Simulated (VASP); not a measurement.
Write the native input for VASP 6.6.1 that does the following.

- Task: single point
- Functional: PBE
- Potentials or basis: VASP PAW PBE potentials, release 64 (Ni)
- Cutoff: 520 eV
- k mesh: 17 × 17 × 10
- Occupations: fermi-dirac, width 0.08 eV
- Spin: collinear spin, ferromagnetic start
- Starting moments: [1.0, 1.0] μB
- Dipole correction: no
- Further INCAR settings: ALGO = Normal; EDIFF = 1e-06; NBANDS = 21

The structure of Ni lies in POSCAR:

```
Ni
1.0
    2.4886441351      0.0000000000      0.0000000000
   -1.2443220676      2.1552290420      0.0000000000
    0.0000000000      0.0000000000      4.0794018305
Ni
2
Direct
    0.3333333333      0.6666666667      0.2500000000
    0.6666666667      0.3333333333      0.7500000000
```

This isn't the form of Ni at room conditions, which is fcc.

These files were run (other wordings do the same):

INCAR

```
SYSTEM = Ni
PREC = Accurate ; ENCUT = 520
EDIFF = 1E-6 ; ISMEAR = -1
SIGMA = 0.08 ; LREAL = .FALSE.
LASPH = .TRUE. ; NELM = 150
ALGO = Normal ; ISIF = 2
LWAVE = .FALSE. ; LCHARG = .FALSE.
ISPIN = 2 ; MAGMOM = 1 1
LORBIT = 11 ; LMAXMIX = 4
GGA = PE ; NBANDS = 21
```

KPOINTS

```
Automatic mesh
0
G
  17 17 10
  0 0 0
```

Potentials or basis: VASP PAW PBE potentials, release 64 (Ni).

Run with:

```bash
$ cat potpaw_PBE.64/Ni/POTCAR > POTCAR
$ mpirun -np 1 vasp_std > vasp.out
```

Results of the run:

```yaml
Pressure: -0.1 GPa
Net_moment: 1.28 μB per cell
Site_moments: Ni +0.65 μB
Valence_electrons_inside_the_program's_atomic_spheres: Ni 9.30
```

Wall time 3 min on 1 thread of Intel(R) Xeon(R) Platinum 8488C (Sapphire Rapids), on a shared host, peak memory 0.23 GiB.
